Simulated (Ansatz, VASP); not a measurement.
# In2O3: VASP beside Ansatz

```
In O
1.0
     2.75600    1.59118    4.84453
    -2.75600    1.59118    4.84453
     0.00000   -3.18235    4.84453
In O
4 6
Direct
  0.35745 0.35745 0.35745
  0.14255 0.14255 0.14255
  0.64255 0.64255 0.64255
  0.85745 0.85745 0.85745
  0.54584 0.95416 0.25000
  0.25000 0.54584 0.95416
  0.95416 0.25000 0.54584
  0.45416 0.04584 0.75000
  0.75000 0.45416 0.04584
  0.04584 0.75000 0.45416
```

Alike in both runs: task single point; functional PBEsol; k mesh 6 × 6 × 6; occupations gaussian, width 0.05 eV; no spin polarisation.

```csv
,VASP,Ansatz
version,VASP 6.6.1,Ansatz 0.2.0
potentials or method,"VASP PAW PBE potentials, release 64 (In_d, O), cutoff 520 eV","scalar-relativistic, plane waves, PAW"
valence electrons in the cell,88,88
```

Ansatz gave:

* gap on the k mesh at the Fermi level (eV): 1.12
* least direct gap on the mesh (eV): 1.17
* pressure (GPa): 0.0
* traceless stress, the component that is largest in VASP (GPa): 0.00

Problem. What did VASP give for the same quantities?

Solution. gap on the k mesh at the Fermi level (eV): 1.11; least direct gap on the mesh (eV): 1.16; pressure (GPa): 0.6; traceless stress, the component that is largest in VASP (GPa): -0.09.

VASP's potentials were made for PBE, not for PBEsol.
